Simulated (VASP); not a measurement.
Crystal: Mg2Si.

```xyz
3
Lattice="0.0000 3.1690 3.1690 3.1690 0.0000 3.1690 3.1690 3.1690 0.0000" Properties=species:S:1:pos:R:3 pbc="T T T"
Mg    1.5845    1.5845    1.5845
Mg    4.7535    4.7535    4.7535
Si    0.0000    0.0000    0.0000
```

Base run:

```yaml
Program: VASP 6.6.1
Functional: r2SCAN
Potentials_or_basis: VASP PAW PBE potentials, release 64 (Mg, Si)
Cutoff: 660 eV
k_mesh: 8 × 8 × 8
Occupations: gaussian, width 0.01 eV
Spin: no spin polarisation
```

Its results: band gap on the k mesh 0.45 eV (least direct gap 2.48 eV); pressure -0.3 GPa.

Problem. The run is repeated on the same cell with these changes: functional from r2SCAN to PBE; cutoff from 660 eV to 600 eV. What comes out?

Solution. Band gap on the k mesh 0.20 eV (least direct gap 1.91 eV); pressure 0.6 GPa.

Caveats: semilocal functionals underestimate gaps, and a narrow one can read as zero; the PAW data sets were made with another functional, which shifts forces and pressure a little (at least some runs).

A k mesh can miss the band edges.
